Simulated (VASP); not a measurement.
Write the native input for VASP 6.6.1 that does the following.

```
Task                   : relaxation of cell and atoms
Functional             : PBEsol
Potentials or basis    : VASP PAW PBE potentials, release 64 (Bi_d, Hf_pv, K_sv, O)
Cutoff                 : 600 eV
k mesh                 : 4 × 4 × 4
Occupations            : gaussian, width 0.03 eV
Spin                   : no spin polarisation
Tolerance level        : standard
Purpose                : cell
Passes                 : 2
Further INCAR settings : ALGO = Normal; EDIFF = 1e-06
```

The system is KHf2BiO6.

```
Bi Hf K O
1.0
     0.00000    4.06120    4.06120
     4.06120    0.00000    4.06120
     4.06120    4.06120    0.00000
Bi Hf K O
1 2 1 6
Direct
  0.00000 0.00000 0.00000
  0.75000 0.75000 0.75000
  0.25000 0.25000 0.25000
  0.50000 0.50000 0.50000
  0.00000 0.50000 0.00000
  0.50000 0.00000 0.50000
  0.50000 0.00000 0.00000
  0.00000 0.50000 0.50000
  0.00000 0.00000 0.50000
  0.50000 0.50000 0.00000
```

These files were run (other wordings do the same):

POSCAR

```
KHf2BiO6
1.0
    0.0000000000      4.0612002825      4.0612002825
    4.0612002825      0.0000000000      4.0612002825
    4.0612002825      4.0612002825      0.0000000000
Bi Hf K O
1 2 1 6
Direct
    0.0000000000      0.0000000000      0.0000000000
    0.7500000000      0.7500000000      0.7500000000
    0.2500000000      0.2500000000      0.2500000000
    0.5000000000      0.5000000000      0.5000000000
    0.0000000000      0.5000000000      0.0000000000
    0.5000000000      0.0000000000      0.5000000000
    0.5000000000      0.0000000000      0.0000000000
    0.0000000000      0.5000000000      0.5000000000
    0.0000000000      0.0000000000      0.5000000000
    0.5000000000      0.5000000000      0.0000000000
```

INCAR.step1

```
SYSTEM = KHf2BiO6
GGA      = PS             ! functional
ISMEAR   = 0              ! smearing method
SIGMA    = 0.03           ! smearing width, eV
LWAVE    = .False.        ! write WAVECAR
LCHARG   = .False.        ! write CHGCAR
NSW      = 80             ! ionic steps
PREC     = Accurate       ! precision mode
LASPH    = .True.         ! aspherical terms in the spheres
LREAL    = .False.        ! projectors in reciprocal space
ALGO     = Normal         ! electronic algorithm
EDIFF    = 1E-6           ! SCF threshold, eV
NELM     = 120            ! most SCF steps
GGA_COMPAT= .False.      
IBRION   = 2              ! ionic algorithm
ISIF     = 3              ! what is computed and relaxed
EDIFFG   = -0.005         ! ionic threshold
NELMIN   = 4            
ENCUT    = 600            ! plane-wave cutoff, eV
EFERMI   = MIDGAP       
KPAR     = 4            
POTIM    = 0.5            ! step
```

INCAR.step3

```
SYSTEM = KHf2BiO6
GGA      = PS             ! functional
ISMEAR   = 0              ! smearing method
SIGMA    = 0.03           ! smearing width, eV
LWAVE    = .False.        ! write WAVECAR
LCHARG   = .False.        ! write CHGCAR
PREC     = Accurate       ! precision mode
LASPH    = .True.         ! aspherical terms in the spheres
LREAL    = .False.        ! projectors in reciprocal space
ALGO     = Normal         ! electronic algorithm
EDIFF    = 1E-6           ! SCF threshold, eV
NELM     = 120            ! most SCF steps
GGA_COMPAT= .False.      
ISIF     = 2              ! what is computed and relaxed
ENCUT    = 600            ! plane-wave cutoff, eV
EFERMI   = MIDGAP       
KPAR     = 4
```

KPOINTS

```
Automatic mesh
0
Gamma
  4 4 4
  0 0 0
```

Potentials or basis: VASP PAW PBE potentials, release 64 (Bi_d, Hf_pv, K_sv, O).

The run is started by

```sh
$ cat potpaw_PBE.64/Bi_d/POTCAR potpaw_PBE.64/Hf_pv/POTCAR potpaw_PBE.64/K_sv/POTCAR potpaw_PBE.64/O/POTCAR > POTCAR
$ cp INCAR.step1 INCAR
$ cp POSCAR.step1 POSCAR
$ mpirun -np 8 vasp_std > vasp.out
$ cp CONTCAR POSCAR
$ mpirun -np 8 vasp_std > vasp.out
$ cp CONTCAR POSCAR
$ cp INCAR.step3 INCAR
$ mpirun -np 8 vasp_std > vasp.out
```

Results of the run:

| Property | Result |
| --- | --- |
| Relaxed volume | 13.63 Å³/atom |
| Relaxed cell | a = 5.776 Å, b = 5.776 Å, c = 5.776 Å, α = 60.00°, β = 60.00°, γ = 60.00° |
| Space group after relaxing (to 0.1 Å) | Fm-3m (No. 225) |
| Energy gained by relaxing | 2.6 meV/atom |
| Ionic steps | 4 |
| Pressure after relaxing | 0.0 GPa |
| Band gap on the k mesh | 0.95 eV (least direct gap 0.98 eV) |

Caveat: the PAW data sets were made with another functional, which shifts forces and pressure a little; spin-orbit coupling is left out, which moves the levels of the heavy elements.

Wall time 3.2 min on 8 MPI ranks on AMD EPYC 7R43 64-Core Processor (Zen 3), with other jobs on the host, peak memory 0.24 GiB a rank.
